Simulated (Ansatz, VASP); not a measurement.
**CsI: VASP beside Ansatz**

```
CELL_PARAMETERS angstrom
4.56670 0.00000 0.00000
0.00000 4.56670 0.00000
0.00000 0.00000 4.52103
ATOMIC_POSITIONS crystal
Cs 0.00000 0.00000 0.00000
I 0.50000 0.50000 0.50000
```

Change from the starting cell: strain -0.0100 x Voigt [0, 0, 1, 0, 0, 0], atoms carried along.

Alike in both runs: task single point; functional LDA; k mesh 6 × 6 × 6; occupations gaussian, width 0.05 eV; no spin polarisation.

|  | VASP | Ansatz |
| --- | --- | --- |
| version | VASP 6.6.1 | Ansatz 0.2.0 |
| potentials or method | VASP PAW LDA potentials, release 64 (Cs_sv, I), cutoff 500 eV | scalar-relativistic, plane waves, PAW |
| valence electrons in the cell | 16 | 26 |

|  | VASP | Ansatz | Ansatz less VASP |
| --- | --- | --- | --- |
| gap on the k mesh at the Fermi level (eV) | 3.54 | 3.53 | -0.007 |
| least direct gap on the mesh (eV) | 3.63 | 3.62 | -0.010 |
| pressure (GPa) | -1.3 | -1.3 | -0.04 |
| traceless stress, the component that is largest in VASP (GPa) | 0.12 | 0.12 | 0.000 |

LDA's correlation is that of Perdew and Zunger in VASP and of Perdew and Wang (1992) in Ansatz. VASP's potentials hold 16 valence electrons a cell and Ansatz's 26, so a difference there can come from the potentials and not from the codes.

Neither program's run includes spin-orbit coupling.
